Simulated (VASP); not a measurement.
Input of a VASP 6.6.1 run:

The input INCAR:

```
ALGO = Normal
EDIFF = 1E-8
ENCUT = 520
GGA = PS
ISIF = 2
ISMEAR = 0
LASPH = True
LCHARG = False
LEPSILON = True
LREAL = False
LWAVE = False
NELM = 60
PREC = Accurate
SIGMA = 0.01
```

Contents of KPOINTS:

```
k-points
0
Gamma
  13 13 8
```

Contents of POSCAR:

```
C
1.0
    2.1273203072     -1.2282824400      0.0000000000
    2.1273203072      1.2282824400      0.0000000000
   -1.3790696309      0.0000000000      3.5028300786
C
2
Direct
    0.1666444700      0.1666444700      0.9999069600
    0.8333555300      0.8333555300      0.0000930400
```

Potentials or basis: VASP PAW PBE potentials, release 64 (C).

Command:

```sh
$ cat potpaw_PBE.64/C/POTCAR > POTCAR
$ mpirun -np 1 vasp_std > vasp.out
```

(1) What does it give for the electronic dielectric tensor (diagonal)?

(2) What does it give for the Born charges (mean of the diagonal)?

Results:

(1) 16.60, 16.52, 2.79.

(2) C +0.00 e.
